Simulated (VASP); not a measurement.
# Be2ZnSe3 (P6_3/mmc) in VASP: further runs

Be2ZnSe3 is run at these levels: PBE; tasks: single point, relaxation of cell and atoms.

All numbers are computed with VASP 6.6.1; they aren't measurements. Logs are shortened: lines on timing, memory, paths and dates and some standing lists are left out, and cuts for length are marked.

## 1. The cell of the first run

The structure is hexagonal, space group P6_3/mmc (No. 194). Conventional cell: a = 3.318 Å, b = 3.318 Å, c = 19.746 Å, α = 90.00°, β = 90.00°, γ = 120.00°. Within 2.9 Å of Be (site symmetry 3m) lie 6 Se at 2.22 to 2.34 Å. Within 4.1 Å of Zn (site symmetry -6m2) lie 6 Se at 3.13 Å and 6 Zn at 3.32 Å and 6 Be at 4.06 Å. Se (site symmetry -3m) has 6 Be at 2.34 Å within 3.1 Å. Within 2.9 Å of Se (site symmetry 3m) lie 3 Be at 2.22 Å.

## 2. Single point, PBE

INCAR reads:

```
  PREC = Accurate
  ENCUT = 520
  EDIFF = 1E-6
  ISMEAR = 0
  SIGMA = 0.1
  LREAL = False
  LASPH = True
  NELM = 80
  ALGO = Normal
  ISIF = 2
  LWAVE = False
  LCHARG = False
  GGA = PE
  NBANDS = 46
```

KPOINTS reads:

```
Automatic mesh
0
Gamma
  6 6 1
```

POSCAR reads:

```
Be2ZnSe3
1.0
    3.3183405300      0.0000000000      0.0000000000
   -1.6591702600      2.8737672000      0.0000000000
    0.0000000000      0.0000000000     19.7458110900
Be Zn Se
4 2 6
Direct
    0.3333333300      0.6666666700      0.9315614100
    0.6666666700      0.3333333300      0.0684385900
    0.6666666700      0.3333333300      0.4315614100
    0.3333333300      0.6666666700      0.5684385900
    0.0000000000      0.0000000000      0.2500000000
    0.0000000000      0.0000000000      0.7500000000
    0.0000000000      0.0000000000      0.0000000000
    0.3333333300      0.6666666700      0.1247978300
    0.3333333300      0.6666666700      0.3752021700
    0.0000000000      0.0000000000      0.5000000000
    0.6666666700      0.3333333300      0.6247978300
    0.6666666700      0.3333333300      0.8752021700
```

Potentials or basis: VASP PAW PBE potentials, release 64 (Be, Zn, Se).

Command:

```
$ cat potpaw_PBE.64/Be/POTCAR potpaw_PBE.64/Zn/POTCAR potpaw_PBE.64/Se/POTCAR > POTCAR
$ mpirun -np 1 vasp_std > vasp.out
```

OUTCAR:

```text
PREC = Accurate
   ENCUT = 520
   EDIFF = 1E-6
   ISMEAR = 0
   LREAL = False
   LASPH = True
   NELM = 80
   ISIF = 2
   GGA = PE

 ion  position               nearest neighbor table
   1  0.333  0.667  0.932-  12 2.22  12 2.22  12 2.22   7 2.34   7 2.34   7 2.34
   2  0.667  0.333  0.068-   8 2.22   8 2.22   8 2.22   7 2.34   7 2.34   7 2.34
   3  0.667  0.333  0.432-   9 2.22   9 2.22   9 2.22  10 2.34  10 2.34  10 2.34
   4  0.333  0.667  0.568-  11 2.22  11 2.22  11 2.22  10 2.34  10 2.34  10 2.34
   5  0.000  0.000  0.250-
   6  0.000  0.000  0.750-
   7  0.000  0.000  0.000-   1 2.34   2 2.34   1 2.34   2 2.34   2 2.34   1 2.34
   8  0.333  0.667  0.125-   2 2.22   2 2.22   2 2.22
   9  0.333  0.667  0.375-   3 2.22   3 2.22   3 2.22
  10  0.000  0.000  0.500-   3 2.34   4 2.34   4 2.34   3 2.34   3 2.34   4 2.34
  11  0.667  0.333  0.625-   4 2.22   4 2.22   4 2.22
  12  0.667  0.333  0.875-   1 2.22   1 2.22   1 2.22

  LATTYP: Found a hexagonal cell.
 ALAT       =     3.3183405300
 C/A-ratio  =     5.9505077648

  Lattice vectors:

 A1 = (   3.3183405300,   0.0000000000,   0.0000000000)
 A2 = (  -1.6591702600,   2.8737672000,   0.0000000000)
 A3 = (   0.0000000000,   0.0000000000,  19.7458110900)

Analysis of symmetry for initial positions (statically):
=====================================================================
 Subroutine PRICEL returns:
 Original cell was already a primitive cell.

 Routine SETGRP: Setting up the symmetry group for a
 hexagonal supercell.

 Subroutine GETGRP returns: Found 24 space group operations
 (whereof 12 operations were pure point group operations)
 out of a pool of 24 trial point group operations.

The static configuration has the point symmetry D_3d.
 The point group associated with its full space group is D_6h.

Analysis of symmetry for dynamics (positions and initial velocities):
=====================================================================
 Subroutine PRICEL returns:
 Original cell was already a primitive cell.

 Routine SETGRP: Setting up the symmetry group for a
 hexagonal supercell.

 Subroutine GETGRP returns: Found 24 space group operations
 (whereof 12 operations were pure point group operations)
 out of a pool of 24 trial point group operations.

The dynamic configuration has the point symmetry D_3d.
 The point group associated with its full space group is D_6h.

 Subroutine INISYM returns: Found 24 space group operations
 (whereof 12 operations are pure point group operations),
 and found     1 'primitive' translations

----------------------------------------------------------------------------------------

                                     Primitive cell

  volume of cell :     188.2988

  direct lattice vectors                    reciprocal lattice vectors
     3.318340530  0.000000000  0.000000000     0.301355449  0.173987649  0.000000000
    -1.659170260  2.873767200  0.000000000     0.000000000  0.347975299  0.000000000
     0.000000000  0.000000000 19.745811090     0.000000000  0.000000000  0.050643653

  length of vectors
     3.318340530  3.318340530 19.745811090     0.347975299  0.347975299  0.050643653

  position of ions in fractional coordinates (direct lattice)
     0.333333330  0.666666670  0.931561410
     0.666666670  0.333333330  0.068438590
     0.666666670  0.333333330  0.431561410
     0.333333330  0.666666670  0.568438590
     0.000000000  0.000000000  0.250000000
     0.000000000  0.000000000  0.750000000
     0.000000000  0.000000000  0.000000000
     0.333333330  0.666666670  0.124797830
     0.333333330  0.666666670  0.375202170
     0.000000000  0.000000000  0.500000000
     0.666666670  0.333333330  0.624797830
     0.666666670  0.333333330  0.875202170

  ion indices of the primitive-cell ions
   primitive index   ion index
                 1           1
                 2           2
                 3           3
                 4           4
                 5           5
                 6           6
                 7           7
                 8           8
                 9           9
                10          10
                11          11
                12          12

----------------------------------------------------------------------------------------

 KPOINTS: Automatic mesh

Automatic generation of k-mesh.
 Grid dimensions read from file:
 generate k-points for:    6    6    1

 Generating k-lattice:

  Cartesian coordinates                     Fractional coordinates (reciprocal lattice)
     0.050225908  0.028997941  0.000000000     0.166666667  0.000000000  0.000000000
     0.000000000  0.057995883  0.000000000     0.000000000  0.166666667  0.000000000
     0.000000000  0.000000000  0.050643653     0.000000000  0.000000000  1.000000000

  Length of vectors
     0.057995883  0.057995883  0.050643653

  Shift w.r.t. Gamma in fractional coordinates (k-lattice)
     0.000000000  0.000000000  0.000000000

 Subroutine IBZKPT returns following result:
 ===========================================

 Found      7 irreducible k-points:

 Following reciprocal coordinates:
            Coordinates               Weight
  0.000000  0.000000  0.000000      1.000000
  0.166667  0.000000  0.000000      6.000000
  0.333333  0.000000  0.000000      6.000000
  0.500000  0.000000  0.000000      3.000000
  0.166667  0.166667  0.000000      6.000000
  0.333333  0.166667  0.000000     12.000000
  0.333333  0.333333  0.000000      2.000000
   k-points           NKPTS =      7   k-points in BZ     NKDIM =      7   number of bands    NBANDS=     46
   number of dos      NEDOS =    301   number of ions     NIONS =     12
   total plane-waves  NPLWV = 117600
   dimension x,y,z NGX =    28 NGY =   28 NGZ =  150
   dimension x,y,z NGXF=    56 NGYF=   56 NGZF=  300
   ions per type =               4   2   6
   NGX,Y,Z   is equivalent  to a cutoff of  14.03, 14.03, 12.63 a.u.
   NGXF,Y,Z  is equivalent  to a cutoff of  28.06, 28.06, 25.26 a.u.
 SYSTEM =  unknown system
   PREC   = accura    normal or accurate (medium, high low for compatibility)
   ISTART =      0    job   : 0-new  1-cont  2-samecut
   ICHARG =      2    charge: 1-file 2-atom 10-const
   ISPIN  =      1    spin polarized calculation?
   LNONCOLLINEAR =      F non collinear calculations
   LSORBIT =      F    spin-orbit coupling
   LASPH  =      T    aspherical Exc in radial PAW
   ENCUT  =  520.0 eV  38.22 Ry    6.18 a.u.   6.17  6.17 36.71*2*pi/ulx,y,z
   NELM   =     80;   NELMIN=  2; NELMDL= -5     # of ELM steps
   EDIFF  = 0.1E-05   stopping-criterion for ELM
   LREAL  =      F    real-space projection
   EDIFFG = 0.1E-04   stopping-criterion for IOM
   NSW    =      0    number of steps for IOM
   IBRION =     -1    ionic relax: 0-MD 1-quasi-New 2-CG
   NFREE  =      0    steps in history (QN), initial steepest desc. (CG)
   ISIF   =      2    stress and relaxation
   ISYM   =      2    0-nonsym 1-usesym 2-fastsym
   POTIM  = 0.5000    time-step for ionic-motion
   TEBEG  =    0.0;   TEEND  =   0.0 temperature during run
   PSTRESS=    0.0 pullay stress
   NELECT =      68.0000    total number of electrons
   NUPDOWN=      -1.0000    fix difference up-down
   EMIN   =  10.00;   EMAX   =-10.00  energy-range for DOS
   EFERMI =   0.00;   METHOD = LEGACY
   ISMEAR =     0;   SIGMA  =   0.10  broadening in eV -4-tet -1-fermi 0-gaus
   EFERMI_NEDOS =   21; number of points for ismear=-14 and -15
   IALGO  =     38    algorithm
   IMIX   =      4    mixing-type and parameters
     AMIX     =   0.40;   BMIX     =  1.00
     AMIX_MAG =   1.60;   BMIX_MAG =  1.00
  volume/ion in A,a.u.               =      15.69       105.89
  Fermi-wavevector in a.u.,A,eV,Ry     =   1.165812  2.203066 18.491927  1.359118
  Thomas-Fermi vector in A             =   2.302333
   LORBIT       =      0    0 simple, 1 ext, 2 COOP (PROOUT), +10 PAW based schemes
   GGA     = PE    functional components
   LHFCALC =     F    Hartree Fock is set to
   AEXX    =    0.0000 exact exchange contribution
   IVDW    =     0    specifies the selected vdW correction
   LEPSILON=     F    determine dielectric tensor
   LRPA    =     F    only Hartree local field effects (RPA)
 non-spin polarized calculation
 Gauss-broadening in eV      SIGMA  =   0.10
  energy-cutoff  :      520.00
  volume of cell :      188.30
 maximum number of plane-waves:      5118
 NGX is ok and might be reduce to    28
   NGX = 13   NGY = 13   NGZ = 73

 number of electron      68.0000004 magnetization

 Free energy of the ion-electron system (eV)
  ---------------------------------------------------
  ext. energy  EPLUGINS =         0.00000000
  ---------------------------------------------------
  free energy    TOTEN  =       -37.68262420 eV

  energy without entropy =      -37.62984014  energy(sigma->0) =      -37.65623217

 E-fermi :   4.9974     XC(G=0): -10.4631

 val. band max:        4.9356747742   @ k =   0.1667   0.0000   0.0000
 cond. band min:       5.0291535465   @ k =   0.3333   0.0000   0.0000
 fundamental gap:      0.0934787723
 Fermi energy:         4.9973919308

 k-point     1 :       0.0000    0.0000    0.0000
  band No.  band energies     occupation
      1     -11.2493      2.00000
      2     -11.2439      2.00000
      3      -9.6941      2.00000
      4      -9.6561      2.00000
      5      -8.5136      2.00000
      6      -8.4602      2.00000
[... 38 lines left out ...]
     45      10.6980      0.00000
     46      11.4321      0.00000

 k-point     2 :       0.1667    0.0000    0.0000
  band No.  band energies     occupation
      1     -10.8741      2.00000
      2     -10.8690      2.00000
      3      -9.3520      2.00000
      4      -9.3173      2.00000
      5      -8.2197      2.00000
      6      -8.1728      2.00000
[... 237 lines left out ...]
 k-point     7 :       0.3333    0.3333    0.0000
  band No.  band energies     occupation
      1      -8.3561      2.00000
      2      -8.3560      2.00000
      3      -7.6057      2.00000
      4      -7.6057      2.00000
      5      -7.5966      2.00000
      6      -7.5966      2.00000
[... 38 lines left out ...]
     45      10.8469      0.00000
     46      10.8469      0.00000

------------------------ aborting loop because EDIFF is reached ----------------------------------------

  FORCE on cell =-STRESS in cart. coord.  units (eV):
  Direction    XX          YY          ZZ          XY          YZ          ZX
  --------------------------------------------------------------------------------------
  -------------------------------------------------------------------------------------
  Total       13.6385712     13.6385712     17.3319592      0.0000000      0.0000000      0.0000000
  in kB      116.0464728    116.0464730    147.4723929      0.0000002      0.0000000      0.0000000
  external PRESSURE =     126.5217796 kB  Pullay stress =       0.0000000 kB

 VOLUME and BASIS-vectors are now :
 -----------------------------------------------------------------------------
  energy-cutoff  :      520.00
  volume of cell :      188.30
      direct lattice vectors                 reciprocal lattice vectors
     3.318340530  0.000000000  0.000000000     0.301355449  0.173987649  0.000000000
    -1.659170260  2.873767200  0.000000000     0.000000000  0.347975299  0.000000000
     0.000000000  0.000000000 19.745811090     0.000000000  0.000000000  0.050643653

 POSITION                                       TOTAL-FORCE (eV/Angst)
 -----------------------------------------------------------------------------------
     -0.00000      1.91584     18.39444         0.000000     -0.000000     -0.607827
      1.65917      0.95792      1.35138        -0.000000      0.000000      0.607827
      1.65917      0.95792      8.52153        -0.000000      0.000000     -0.607827
     -0.00000      1.91584     11.22428        -0.000000     -0.000000      0.607827
      0.00000      0.00000      4.93645        -0.000000     -0.000000     -0.000000
      0.00000      0.00000     14.80936         0.000000      0.000000     -0.000000
      0.00000      0.00000      0.00000        -0.000000     -0.000000     -0.000000
     -0.00000      1.91584      2.46423         0.000000      0.000000      1.781086
     -0.00000      1.91584      7.40867        -0.000000      0.000000     -1.781086
      0.00000      0.00000      9.87291        -0.000000     -0.000000     -0.000000
      1.65917      0.95792     12.33714         0.000000     -0.000000      1.781086
      1.65917      0.95792     17.28158         0.000000     -0.000000     -1.781086
 -----------------------------------------------------------------------------------
    total drift:                               -0.000000     -0.000000     -0.000000

  FREE ENERGIE OF THE ION-ELECTRON SYSTEM (eV)
  ---------------------------------------------------
  free  energy   TOTEN  =       -37.6826241966 eV

  energy  without entropy=      -37.6298401389  energy(sigma->0) =      -37.65623217
```

It took 87 s on 1 thread of Intel Xeon 6975P-C, shared host; peak memory 0.35 GiB.

Results:

```yaml
Free_energy: -37.6826 eV
Pressure: 12.7 GPa
Largest_force: 1.781 eV/Å
Band_gap_on_the_k_mesh: zero (band 34 reaches 5.38 eV, above the bottom of band 35 at 4.78 eV)
```

Forces in eV/Å, atoms in the order of the input:
```
Be   0.000  0.000 -0.608
Be   0.000  0.000  0.608
Be   0.000  0.000 -0.608
Be   0.000  0.000  0.608
Zn   0.000  0.000  0.000
Zn   0.000  0.000  0.000
Se   0.000  0.000  0.000
Se   0.000  0.000  1.781
Se   0.000  0.000 -1.781
Se   0.000  0.000  0.000
Se   0.000  0.000  1.781
Se   0.000  0.000 -1.781
```

Caveat: the k points lie up to 0.36 Å⁻¹ apart; forces of over 1 eV/Å act on the atoms, so gaps and moduli don't describe the material at rest.

## 3. Single point, PBE

This run uses another cell than the first one, of 16.57 Å³/atom, 1.056 times its volume.

INCAR: that of step 2 with these lines changed.

```diff
@@ -7,3 +7,3 @@
   LASPH = True
-  NELM = 80
+  NELM = 100
   ALGO = Normal
```

KPOINTS is that of step 2.

POSCAR reads:

```
Be2ZnSe3
1.0
    3.5580573135     -0.0000000031      0.0000000000
   -1.7790286540      3.0813680231      0.0000000000
    0.0000000000      0.0000000000     18.1330451928
Be Zn Se
4 2 6
Direct
    0.3333333333      0.6666666667      0.9207004849
    0.6666666667      0.3333333333      0.0792995151
    0.6666666667      0.3333333333      0.4207004849
    0.3333333333      0.6666666667      0.5792995151
    0.0000000000      0.0000000000      0.2500000000
    0.0000000000      0.0000000000      0.7500000000
    0.0000000000      0.0000000000      0.0000000000
    0.3333333333      0.6666666667      0.1523468614
    0.3333333333      0.6666666667      0.3476531386
    0.0000000000      0.0000000000      0.5000000000
    0.6666666667      0.3333333333      0.6523468614
    0.6666666667      0.3333333333      0.8476531386
```

Potentials or basis: VASP PAW PBE potentials, release 64 (Be, Zn, Se).

Command:

```
$ cat potpaw_PBE.64/Be/POTCAR potpaw_PBE.64/Zn/POTCAR potpaw_PBE.64/Se/POTCAR > POTCAR
$ mpirun -np 1 vasp_std > vasp.out
```

OUTCAR:

```text
PREC = Accurate
   ENCUT = 520
   EDIFF = 1E-6
   ISMEAR = 0
   LREAL = False
   LASPH = True
   NELM = 100
   ISIF = 2
   GGA = PE

 ion  position               nearest neighbor table
   1  0.333  0.667  0.921-  12 2.44  12 2.44  12 2.44   7 2.51   7 2.51   7 2.51
   2  0.667  0.333  0.079-   8 2.44   8 2.44   8 2.44   7 2.51   7 2.51   7 2.51
   3  0.667  0.333  0.421-   9 2.44   9 2.44   9 2.44  10 2.51  10 2.51  10 2.51
   4  0.333  0.667  0.579-  11 2.44  11 2.44  11 2.44  10 2.51  10 2.51  10 2.51
   5  0.000  0.000  0.250-   8 2.71   9 2.71   8 2.71   9 2.71   8 2.71   9 2.71
[... 557 lines left out ...]
 VOLUME and BASIS-vectors are now :
 -----------------------------------------------------------------------------
  energy-cutoff  :      520.00
  volume of cell :      198.80
      direct lattice vectors                 reciprocal lattice vectors
     3.558057313 -0.000000003  0.000000000     0.281052246  0.162265590  0.000000000
    -1.779028654  3.081368023  0.000000000     0.000000000  0.324531180  0.000000000
     0.000000000  0.000000000 18.133045193     0.000000000  0.000000000  0.055147935

 POSITION                                       TOTAL-FORCE (eV/Angst)
 -----------------------------------------------------------------------------------
      0.00000      2.05425     16.69510        -0.000000     -0.000000      0.007006
      1.77903      1.02712      1.43794        -0.000000     -0.000000     -0.007006
      1.77903      1.02712      7.62858        -0.000000     -0.000000      0.007006
      0.00000      2.05425     10.50446        -0.000000     -0.000000     -0.007006
      0.00000      0.00000      4.53326         0.000000     -0.000000      0.000000
      0.00000      0.00000     13.59978        -0.000000      0.000000      0.000000
      0.00000      0.00000      0.00000        -0.000000     -0.000000      0.000000
      0.00000      2.05425      2.76251        -0.000000     -0.000000     -0.005436
      0.00000      2.05425      6.30401        -0.000000     -0.000000      0.005436
      0.00000      0.00000      9.06652        -0.000000     -0.000000      0.000000
      1.77903      1.02712     11.82904        -0.000000     -0.000000     -0.005436
      1.77903      1.02712     15.37053        -0.000000     -0.000000      0.005436
 -----------------------------------------------------------------------------------
    total drift:                               -0.000000      0.000000      0.000000

  FREE ENERGIE OF THE ION-ELECTRON SYSTEM (eV)
  ---------------------------------------------------
  free  energy   TOTEN  =       -40.8797646395 eV

  energy  without entropy=      -40.8611493133  energy(sigma->0) =      -40.87045698
```

OSZICAR:

```text
N       E                     dE             d eps       ncg     rms          rms(c)
DAV:   1     0.459597290619E+03    0.45960E+03   -0.28673E+04   644   0.147E+03
DAV:   2     0.246834695976E+02   -0.43491E+03   -0.41104E+03   650   0.333E+02
DAV:   3    -0.393614359643E+02   -0.64045E+02   -0.60890E+02   760   0.122E+02
DAV:   4    -0.424261051335E+02   -0.30647E+01   -0.30313E+01   752   0.254E+01
DAV:   5    -0.424849110341E+02   -0.58806E-01   -0.58609E-01   840   0.343E+00    0.894E+00
DAV:   6    -0.409305938730E+02    0.15543E+01   -0.31003E+00   958   0.411E+01    0.656E+00
DAV:   7    -0.408795951249E+02    0.50999E-01   -0.16581E+00   768   0.579E+00    0.287E+00
DAV:   8    -0.408814309496E+02   -0.18358E-02   -0.80828E-02   740   0.246E+00    0.727E-01
DAV:   9    -0.408801314692E+02    0.12995E-02   -0.24083E-02   888   0.205E+00    0.150E-01
DAV:  10    -0.408796469910E+02    0.48448E-03   -0.45783E-03   876   0.733E-01    0.742E-02
DAV:  11    -0.408797761182E+02   -0.12913E-03   -0.97873E-04   752   0.170E-01    0.320E-02
DAV:  12    -0.408797615806E+02    0.14538E-04   -0.13198E-04   850   0.125E-01    0.168E-02
DAV:  13    -0.408797639277E+02   -0.23471E-05   -0.27153E-05   792   0.220E-02    0.717E-03
DAV:  14    -0.408797646395E+02   -0.71179E-06   -0.42136E-06   698   0.882E-03
   1 F= -.40879765E+02 E0= -.40870457E+02  d E =-.186153E-01
```

It took 95 s on 1 thread of Intel Xeon 6975P-C, shared host; peak memory 0.35 GiB.

What came out:

```
Free energy            : -40.8798 eV
Pressure               : 0.2 GPa
Largest force          : 0.007 eV/Å
Band gap on the k mesh : zero (band 34 reaches 4.65 eV, above the bottom of band 35 at 4.29 eV)
```

Forces on the atoms (eV/Å):
```
Be   0.000  0.000  0.007
Be   0.000  0.000 -0.007
Be   0.000  0.000  0.007
Be   0.000  0.000 -0.007
Zn   0.000  0.000  0.000
Zn   0.000  0.000  0.000
Se   0.000  0.000  0.000
Se   0.000  0.000 -0.005
Se   0.000  0.000  0.005
Se   0.000  0.000  0.000
Se   0.000  0.000 -0.005
Se   0.000  0.000  0.005
```

Levels at points of the mesh, in eV from the Fermi level:
| k point | band 32 | band 33 | band 34 | band 35 | band 36 | band 37 |
| --- | --- | --- | --- | --- | --- | --- |
| (0.00, 0.00, 0.00) | -0.38 | -0.32 | -0.32 | 1.49 | 2.60 | 3.23 |
| (0.50, 0.00, 0.00) | -1.03 | -0.88 | -0.48 | -0.39 | 0.10 | 1.07 |

[end of part 1 of 2]
